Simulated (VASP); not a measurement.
# MgCd3Te2 (R-3m) in VASP: a series of runs

MgCd3Te2 is run at these levels: PBE; tasks: single point, relaxation of cell and atoms.

All numbers are computed with VASP 6.6.1; they aren't measurements. Logs are shortened: lines on timing, memory, paths and dates and some standing lists are left out, and cuts for length are marked.

## (1) The cell of the first run

Symmetry: R-3m, No. 166, trigonal system. Conventional cell: a = 6.284 Å, b = 6.284 Å, c = 12.924 Å, α = 90.00°, β = 90.00°, γ = 120.00°. Mg (site symmetry -3m) has 6 Cd at 2.82 Å and 6 Te at 3.65 Å within 3.7 Å. Cd (site symmetry 2/m) has 2 Mg at 2.82 Å and 4 Cd at 3.14 Å and 6 Te at 3.15 to 3.59 Å within 3.7 Å. Within 4.1 Å of Te (site symmetry 3m) lie 9 Cd at 3.15 to 3.59 Å and 4 Te at 3.46 to 3.73 Å and 3 Mg at 3.65 Å.

## (2) Single point, PBE

INCAR reads:

```
PREC = Accurate
ENCUT = 520
EDIFF = 1E-6
ISMEAR = 0
SIGMA = 0.1
LREAL = F
LASPH = T
NELM = 80
ALGO = Normal
ISIF = 2
LWAVE = F
LCHARG = F
GGA = PE
NBANDS = 34
```

KPOINTS reads:

```
Automatic mesh
0
Gamma
  3 3 3
```

POSCAR reads:

```
MgCd3Te2
1.0
    3.1417761200      1.8139052900      4.3079403500
   -3.1417761200      1.8139052900      4.3079403500
    0.0000000000     -3.6278105700      4.3079403500
Mg Cd Te
1 3 2
Direct
    0.0000000000      0.0000000000      0.0000000000
    0.0000000000      0.5000000000      0.0000000000
    0.5000000000      0.0000000000      0.0000000000
    0.0000000000      0.0000000000      0.5000000000
    0.6338490200      0.6338490200      0.6338490200
    0.3661509800      0.3661509800      0.3661509800
```

Potentials or basis: VASP PAW PBE potentials, release 64 (Mg, Cd, Te).

Command:

```
$ cat potpaw_PBE.64/Mg/POTCAR potpaw_PBE.64/Cd/POTCAR potpaw_PBE.64/Te/POTCAR > POTCAR
$ mpirun -np 1 vasp_std > vasp.out
```

OUTCAR:

```text
PREC = Accurate
   ENCUT = 520
   EDIFF = 1E-6
   ISMEAR = 0
   LREAL = F
   LASPH = T
   NELM = 80
   ISIF = 2
   GGA = PE

 ion  position               nearest neighbor table
   1  0.000  0.000  0.000-   4 2.82   4 2.82   2 2.82   3 2.82   2 2.82   3 2.82   5 3.65   6 3.65
                             5 3.65   6 3.65   5 3.65   6 3.65
   2  0.000  0.500  0.000-   1 2.82   1 2.82   4 3.14   4 3.14   3 3.14   3 3.14   6 3.15   5 3.15
                             5 3.59   6 3.59   5 3.59   6 3.59
   3  0.500  0.000  0.000-   1 2.82   1 2.82   4 3.14   4 3.14   2 3.14   2 3.14   6 3.15   5 3.15
                             5 3.59   6 3.59   6 3.59   5 3.59
   4  0.000  0.000  0.500-   1 2.82   1 2.82   2 3.14   3 3.14   2 3.14   3 3.14   6 3.15   5 3.15
                             5 3.59   6 3.59   5 3.59   6 3.59
   5  0.634  0.634  0.634-   2 3.15   3 3.15   4 3.15   6 3.46   2 3.59   3 3.59   3 3.59   2 3.59
                             4 3.59   4 3.59   1 3.65   1 3.65   1 3.65
   6  0.366  0.366  0.366-   2 3.15   3 3.15   4 3.15   5 3.46   2 3.59   3 3.59   2 3.59   3 3.59
                             4 3.59   4 3.59   1 3.65   1 3.65   1 3.65

  LATTYP: Found a trigonal (rhomboedric) cell.
 ALAT       =     5.6319942870
 COS(alpha) =     0.3776193910

  Lattice vectors:

 A1 = (   3.1417761200,   1.8139052900,   4.3079403500)
 A2 = (  -3.1417761200,   1.8139052900,   4.3079403500)
 A3 = (   0.0000000000,  -3.6278105700,   4.3079403500)

Analysis of symmetry for initial positions (statically):
=====================================================================
 Subroutine PRICEL returns:
 Original cell was already a primitive cell.

 Routine SETGRP: Setting up the symmetry group for a
 trigonal (rhombohedral) supercell.

 Subroutine GETGRP returns: Found 12 space group operations
 (whereof 12 operations were pure point group operations)
 out of a pool of 12 trial point group operations.

The static configuration has the point symmetry D_3d.

Analysis of symmetry for dynamics (positions and initial velocities):
=====================================================================
 Subroutine PRICEL returns:
 Original cell was already a primitive cell.

 Routine SETGRP: Setting up the symmetry group for a
 trigonal (rhombohedral) supercell.

 Subroutine GETGRP returns: Found 12 space group operations
 (whereof 12 operations were pure point group operations)
 out of a pool of 12 trial point group operations.

The dynamic configuration has the point symmetry D_3d.

 Subroutine INISYM returns: Found 12 space group operations
 (whereof 12 operations are pure point group operations),
 and found     1 'primitive' translations

----------------------------------------------------------------------------------------

                                     Primitive cell

  volume of cell :     147.3027

  direct lattice vectors                    reciprocal lattice vectors
     3.141776120  1.813905290  4.307940350     0.159145649  0.091882783  0.077376497
    -3.141776120  1.813905290  4.307940350    -0.159145649  0.091882783  0.077376497
     0.000000000 -3.627810570  4.307940350     0.000000000 -0.183765567  0.077376497

  length of vectors
     5.631994287  5.631994287  5.631994282     0.199391338  0.199391338  0.199391339

  position of ions in fractional coordinates (direct lattice)
     0.000000000  0.000000000  0.000000000
     0.000000000  0.500000000  0.000000000
     0.500000000  0.000000000  0.000000000
     0.000000000  0.000000000  0.500000000
     0.633849020  0.633849020  0.633849020
     0.366150980  0.366150980  0.366150980

  ion indices of the primitive-cell ions
   primitive index   ion index
                 1           1
                 2           2
                 3           3
                 4           4
                 5           5
                 6           6

----------------------------------------------------------------------------------------

 KPOINTS: Automatic mesh

Automatic generation of k-mesh.
 Grid dimensions read from file:
 generate k-points for:    3    3    3

 Generating k-lattice:

  Cartesian coordinates                     Fractional coordinates (reciprocal lattice)
     0.053048550  0.030627594  0.025792166     0.333333333 -0.000000000  0.000000000
    -0.053048550  0.030627594  0.025792166    -0.000000000  0.333333333  0.000000000
     0.000000000 -0.061255189  0.025792166     0.000000000  0.000000000  0.333333333

  Length of vectors
     0.066463779  0.066463779  0.066463780

  Shift w.r.t. Gamma in fractional coordinates (k-lattice)
     0.000000000  0.000000000  0.000000000

 Subroutine IBZKPT returns following result:
 ===========================================

 Found      6 irreducible k-points:

 Following reciprocal coordinates:
            Coordinates               Weight
  0.000000  0.000000  0.000000      1.000000
  0.333333 -0.000000 -0.000000      6.000000
[... 44 lines left out ...]
  Fermi-wavevector in a.u.,A,eV,Ry     =   1.141987  2.158043 17.743831  1.304135
  Thomas-Fermi vector in A             =   2.278686
   LORBIT       =      0    0 simple, 1 ext, 2 COOP (PROOUT), +10 PAW based schemes
   GGA     = PE    functional components
   LHFCALC =     F    Hartree Fock is set to
   AEXX    =    0.0000 exact exchange contribution
   IVDW    =     0    specifies the selected vdW correction
   LEPSILON=     F    determine dielectric tensor
   LRPA    =     F    only Hartree local field effects (RPA)
 non-spin polarized calculation
 Gauss-broadening in eV      SIGMA  =   0.10
  energy-cutoff  :      520.00
  volume of cell :      147.30
 maximum number of plane-waves:      4007
 NGX is ok and might be reduce to    42
   NGX = 21   NGY = 21   NGZ = 21

 number of electron      49.9999981 magnetization

 Free energy of the ion-electron system (eV)
  ---------------------------------------------------
  ext. energy  EPLUGINS =         0.00000000
  ---------------------------------------------------
  free energy    TOTEN  =        -9.31389382 eV

  energy without entropy =       -9.26881369  energy(sigma->0) =       -9.29135375

 E-fermi :   4.7250     XC(G=0): -10.1268

 val. band max:        4.7173188752   @ k =   0.0000   0.0000   0.0000
 cond. band min:       4.7547567082   @ k =   0.3333   0.3333   0.3333
 fundamental gap:      0.0374378330
 Fermi energy:         4.7249608468

 k-point     1 :       0.0000    0.0000    0.0000
  band No.  band energies     occupation
      1      -7.4870      2.00000
      2      -5.3970      2.00000
      3      -5.0372      2.00000
      4      -4.8211      2.00000
      5      -4.7132      2.00000
      6      -4.7132      2.00000
[... 26 lines left out ...]
     33      10.9346      0.00000
     34      12.3086      0.00000

 k-point     2 :       0.3333   -0.0000   -0.0000
  band No.  band energies     occupation
      1      -7.1455      2.00000
      2      -5.9771      2.00000
      3      -4.8520      2.00000
      4      -4.7007      2.00000
      5      -4.6274      2.00000
      6      -4.5115      2.00000
[... 26 lines left out ...]
     33       9.4454      0.00000
     34      10.5468      0.00000

 k-point     3 :       0.3333    0.3333   -0.0000
  band No.  band energies     occupation
      1      -6.9716      2.00000
      2      -6.1365      2.00000
      3      -4.8366      2.00000
      4      -4.6627      2.00000
      5      -4.6365      2.00000
      6      -4.5069      2.00000
[... 26 lines left out ...]
     33       9.8630      0.00000
     34      10.2566      0.00000

 k-point     4 :      -0.3333    0.3333    0.0000
  band No.  band energies     occupation
      1      -6.7871      2.00000
      2      -6.3196      2.00000
      3      -4.6016      2.00000
      4      -4.5874      2.00000
      5      -4.5608      2.00000
      6      -4.5364      2.00000
[... 26 lines left out ...]
     33       9.7850      0.00000
     34      10.3987      0.00000

 k-point     5 :       0.3333    0.3333    0.3333
  band No.  band energies     occupation
      1      -6.9613      2.00000
      2      -6.1630      2.00000
      3      -4.9984      2.00000
      4      -4.7068      2.00000
      5      -4.7068      2.00000
      6      -4.6922      2.00000
[... 26 lines left out ...]
     33      11.0638      0.00000
     34      11.5562      0.00000

 k-point     6 :      -0.3333    0.3333    0.3333
  band No.  band energies     occupation
      1      -6.6613      2.00000
      2      -6.3939      2.00000
      3      -4.8264      2.00000
      4      -4.6583      2.00000
      5      -4.5827      2.00000
      6      -4.4974      2.00000
[... 26 lines left out ...]
     33      10.3677      0.00000
     34      10.6678      0.00000

------------------------ aborting loop because EDIFF is reached ----------------------------------------

  FORCE on cell =-STRESS in cart. coord.  units (eV):
  Direction    XX          YY          ZZ          XY          YZ          ZX
  --------------------------------------------------------------------------------------
  -------------------------------------------------------------------------------------
  Total        2.2347105      2.2347105      6.0865627      0.0000000      0.0000000      0.0000000
  in kB       24.3064242     24.3064241     66.2021223      0.0000000      0.0000001      0.0000000
  external PRESSURE =      38.2716569 kB  Pullay stress =       0.0000000 kB

 VOLUME and BASIS-vectors are now :
 -----------------------------------------------------------------------------
  energy-cutoff  :      520.00
  volume of cell :      147.30
      direct lattice vectors                 reciprocal lattice vectors
     3.141776120  1.813905290  4.307940350     0.159145649  0.091882783  0.077376497
    -3.141776120  1.813905290  4.307940350    -0.159145649  0.091882783  0.077376497
     0.000000000 -3.627810570  4.307940350     0.000000000 -0.183765567  0.077376497

 POSITION                                       TOTAL-FORCE (eV/Angst)
 -----------------------------------------------------------------------------------
      0.00000      0.00000      0.00000        -0.000000     -0.000000      0.000000
     -1.57089      0.90695      2.15397        -0.000000     -0.000000      0.000000
      1.57089      0.90695      2.15397        -0.000000     -0.000000      0.000000
      0.00000     -1.81391      2.15397         0.000000     -0.000000      0.000000
      0.00000      0.00000      8.19175        -0.000000     -0.000000     -0.010931
      0.00000      0.00000      4.73207        -0.000000      0.000000      0.010931
 -----------------------------------------------------------------------------------
    total drift:                               -0.000000      0.000000     -0.000000

  FREE ENERGIE OF THE ION-ELECTRON SYSTEM (eV)
  ---------------------------------------------------
  free  energy   TOTEN  =        -9.3138938211 eV

  energy  without entropy=       -9.2688136868  energy(sigma->0) =       -9.29135375
```

Wall time 18 s (1 thread of Intel Xeon 6975P-C (Granite Rapids), shared host); peak memory 0.26 GiB.

Results:

- Free energy: -9.3139 eV
- Pressure: 3.8 GPa
- Largest force: 0.011 eV/Å
- Band gap on the k mesh: zero (band 25 reaches 4.84 eV, above the bottom of band 26 at 4.47 eV)

Forces in eV/Å, atoms in the order of the input:
```
Mg   0.000  0.000  0.000
Cd   0.000  0.000  0.000
Cd   0.000  0.000  0.000
Cd   0.000  0.000  0.000
Te   0.000  0.000 -0.011
Te   0.000  0.000  0.011
```

Levels at points of the mesh, in eV from the Fermi level:
| k point | band 23 | band 24 | band 25 | band 26 | band 27 | band 28 |
| --- | --- | --- | --- | --- | --- | --- |
| (0.00, 0.00, 0.00) | -2.83 | -2.35 | -1.29 | -0.01 | -0.01 | 1.05 |

Caveat: the k points lie up to 0.42 Å⁻¹ apart; spin-orbit coupling is left out, which moves the levels of the heavy elements.

## (3) Single point, PBE

This run uses another cell than the first one, of 28.42 Å³/atom, 1.158 times its volume.

INCAR reads:

```
ALGO     = Fast           # electronic algorithm
EDIFF    = 1E-6           # SCF threshold, eV
ENCUT    = 520            # plane-wave cutoff, eV
GGA      = PE             # functional
ISIF     = 2              # what is computed and relaxed
ISMEAR   = 0              # smearing method
LASPH    = T              # aspherical terms in the spheres
LCHARG   = F              # write CHGCAR
LREAL    = F              # projectors in reciprocal space
LWAVE    = F              # write WAVECAR
NBANDS   = 34             # bands
NELM     = 100            # most SCF steps
PREC     = Accurate       # precision mode
SIGMA    = 0.1            # smearing width, eV
```

KPOINTS reads:

```
k-points
0
Gamma
  6 6 6
```

POSCAR reads:

```
MgCd3Te2
1.0
    2.7155054889      1.5677978276      6.6750270702
   -2.7155054889      1.5677978276      6.6750270702
    0.0000000000     -3.1355956474      6.6750270720
Mg Cd Te
1 3 2
Direct
    0.0000000000      0.0000000000      0.0000000000
    0.0000000000      0.5000000000      0.0000000000
    0.5000000000      0.0000000000      0.0000000000
    0.0000000000      0.0000000000      0.5000000000
    0.6102831841      0.6102831841      0.6102831841
    0.3897168159      0.3897168159      0.3897168159
```

Potentials or basis: VASP PAW PBE potentials, release 64 (Mg, Cd, Te).

Command:

```
$ cat potpaw_PBE.64/Mg/POTCAR potpaw_PBE.64/Cd/POTCAR potpaw_PBE.64/Te/POTCAR > POTCAR
$ mpirun -np 1 vasp_std > vasp.out
```

It took 3.1 min on 1 thread of Intel Xeon 6975P-C (Granite Rapids), shared host; peak memory 0.51 GiB.

Results (log left out):

```
Free energy            : -10.4249 eV
Pressure               : 0.2 GPa
Largest force          : 0.011 eV/Å
Band gap on the k mesh : zero (band 25 reaches 3.62 eV, above the bottom of band 26 at 3.25 eV)
```

Forces in eV/Å, atoms in the order of the input:
```
Mg   0.000  0.000  0.000
Cd   0.000  0.000  0.000
Cd   0.000  0.000  0.000
Cd   0.000  0.000  0.000
Te   0.000  0.000  0.011
Te   0.000  0.000 -0.011
```

Stress tensor (GPa, compression positive):
```
0.30 0.00 0.00
0.00 0.30 0.00
0.00 0.00 0.05
```

Levels at points of the mesh, in eV from the Fermi level:
```
           k point  band 21  band 22  band 23  band 24  band 25  band 26  band 27  band 28  band 29  band 30
(0.00, 0.00, 0.00)    -2.15    -2.01    -2.01    -1.91    -0.95     1.31     1.35     1.35     1.58     1.66
(0.50, 0.00, 0.00)    -2.82    -2.44    -2.23    -1.96    -1.22     1.40     1.72     2.40     3.04     4.47
(0.50, 0.50, 0.00)    -3.30    -1.84    -1.25    -1.09     0.20     0.79     1.43     1.51     2.49     3.03
(0.50, 0.50, 0.50)    -2.22    -1.53    -1.36    -1.36    -0.37    -0.03     1.24     1.24     1.93     1.93
```

Caveat: spin-orbit coupling is left out, which moves the levels of the heavy elements.

## (4) Relaxation of cell and atoms, PBE

INCAR reads:

```
PREC     = Accurate       # precision mode
ENCUT    = 600            # plane-wave cutoff, eV
EDIFF    = 1E-6           # SCF threshold, eV
ISMEAR   = 0              # smearing method
SIGMA    = 0.1            # smearing width, eV
LREAL    = False          # projectors in reciprocal space
LASPH    = True           # aspherical terms in the spheres
NELM     = 60             # most SCF steps
ALGO     = Fast           # electronic algorithm
ISIF     = 3              # what is computed and relaxed
LWAVE    = False          # write WAVECAR
LCHARG   = False          # write CHGCAR
GGA      = PE             # functional
IBRION   = 2              # ionic algorithm
NSW      = 100            # ionic steps
EDIFFG   = -0.01          # ionic threshold
```

KPOINTS reads:

```
Automatic mesh
0
Gamma
  6 6 6
```

POSCAR reads:

```
MgCd3Te2
1.0
    3.1417761200      1.8139052900      4.3079403500
   -3.1417761200      1.8139052900      4.3079403500
    0.0000000000     -3.6278105700      4.3079403500
Mg Cd Te
1 3 2
Direct
    0.0000000000      0.0000000000      0.0000000000
    0.0000000000      0.5000000000      0.0000000000
    0.5000000000      0.0000000000      0.0000000000
    0.0000000000      0.0000000000      0.5000000000
    0.6338490200      0.6338490200      0.6338490200
    0.3661509800      0.3661509800      0.3661509800
```

Command:

```
$ cat potpaw_PBE.64/Mg/POTCAR potpaw_PBE.64/Cd/POTCAR potpaw_PBE.64/Te/POTCAR > POTCAR
$ mpirun -np 1 vasp_std > vasp.out
```

It took 48 min on 1 thread of Intel Xeon 6975P-C (Granite Rapids), shared host; peak memory 0.49 GiB.

It converged, with:

- Free energy: -10.3710 eV
- Relaxed volume: 27.98 Å³/atom
- Relaxed cell: a = 7.220 Å, b = 7.220 Å, c = 7.220 Å, α = 44.46°, β = 44.46°, γ = 44.46°
- Space group after relaxing (to 0.05 Å): R-3m (No. 166)
- Energy gained by relaxing: 157.1 meV/atom
- Ionic steps: 49
- Pressure after relaxing: 0.0 GPa
- Band gap on the k mesh: zero (band 25 reaches 3.85 eV, above the bottom of band 26 at 3.34 eV)

The path:
| step | energy change (eV) | largest force (eV/Å) | pressure (GPa) | volume (Å³) |
| --- | --- | --- | --- | --- |
| 1 | 0.0000 | 0.0196 | 3.45 | 147.30 |
| 3 | -0.1352 | 0.1059 | -0.36 | 158.65 |
| 5 | -0.2175 | 0.0388 | -0.17 | 156.19 |
| 7 | -0.2236 | 0.5031 | 6.31 | 141.26 |
| 9 | -0.4544 | 0.2877 | 2.80 | 146.55 |
| 11 | -0.4696 | 0.3081 | 2.78 | 147.13 |
| 13 | -0.4707 | 0.3225 | 2.79 | 147.38 |
| 15 | -0.5141 | 0.2862 | 1.71 | 150.28 |
| 17 | -0.5457 | 0.2208 | -0.10 | 155.95 |
| 19 | -0.5513 | 0.2179 | -0.10 | 155.92 |
| 21 | -0.5770 | 0.2357 | -0.03 | 155.76 |
| 23 | -0.7133 | 0.1654 | 0.61 | 154.95 |
| 25 | -0.7757 | 0.0253 | 1.24 | 154.41 |
| 27 | -0.7855 | 0.2094 | 1.66 | 154.11 |
| 29 | -0.7936 | 0.2673 | 1.64 | 154.60 |
| 31 | -0.7987 | 0.5359 | 1.71 | 156.75 |
| 33 | -0.8116 | 0.4220 | 1.50 | 156.55 |
| 35 | -0.8673 | 0.2843 | 0.15 | 161.71 |
| 37 | -0.8826 | 0.1741 | -0.89 | 166.65 |
| 39 | -0.9368 | 0.0020 | -0.07 | 166.39 |
| 41 | -0.9398 | 0.0516 | 0.18 | 166.28 |
| 43 | -0.9404 | 0.0633 | 0.09 | 166.88 |
| 45 | -0.9407 | 0.0711 | -0.02 | 167.53 |
| 47 | -0.9420 | 0.0333 | 0.00 | 167.70 |
| 49 | -0.9424 | 0.0009 | 0.00 | 167.86 |

Final structure:
```xyz
6
Lattice="2.7314 1.5770 6.4950 -2.7314 1.5770 6.4950 0.0000 -3.1540 6.4950" Properties=species:S:1:pos:R:3 pbc="T T T"
Mg    0.0000    0.0000    0.0000
Cd   -1.3657    0.7885    3.2475
Cd    1.3657    0.7885    3.2475
Cd    0.0000   -1.5770    3.2475
Te    0.0000    0.0000   11.9205
Te    0.0000    0.0000    7.5646
```

Levels at points of the mesh, in eV from the Fermi level:
```
           k point  band 21  band 22  band 23  band 24  band 25  band 26  band 27  band 28  band 29  band 30
(0.00, 0.00, 0.00)    -2.23    -2.14    -2.14    -2.05    -1.04     1.19     1.19     1.26     1.57     1.57
(0.50, 0.00, 0.00)    -2.93    -2.38    -2.28    -1.97    -1.32     1.37     1.69     2.41     2.91     4.60
(0.50, 0.50, 0.00)    -3.46    -1.80    -1.24    -1.06     0.28     0.78     1.46     1.49     2.56     2.92
(0.50, 0.50, 0.50)    -2.13    -1.67    -1.42    -1.42    -0.37    -0.09     1.11     1.11     1.88     1.88
```

Caveat: spin-orbit coupling is left out, which moves the levels of the heavy elements.

## (5) Overview

```tsv
task	cell	k mesh	cutoff (eV)	gap on the mesh (eV)	pressure (GPa)	largest force (eV/Å)
single point	a = 5.632 Å, angles 67.8°, 6 atoms	3 × 3 × 3	520	none	3.8	0.01
single point	a = 7.375 Å, angles 43.2°, 6 atoms	6 × 6 × 6	520	none	0.2	0.01
relaxation of cell and atoms	relaxed from a = 5.632 Å, angles 67.8°, 6 atoms	6 × 6 × 6	600	none	0.0	-
```

Alike in all rows: level PBE; potentials or basis VASP PAW PBE potentials, release 64 (Mg, Cd, Te); no spin polarisation; smearing gaussian 0.1 eV.

Caveats: some runs use coarse meshes; spin-orbit coupling is left out, which moves the levels of the heavy elements.

Total energies depend on the potentials used, so only differences within one code and one set of settings carry meaning.
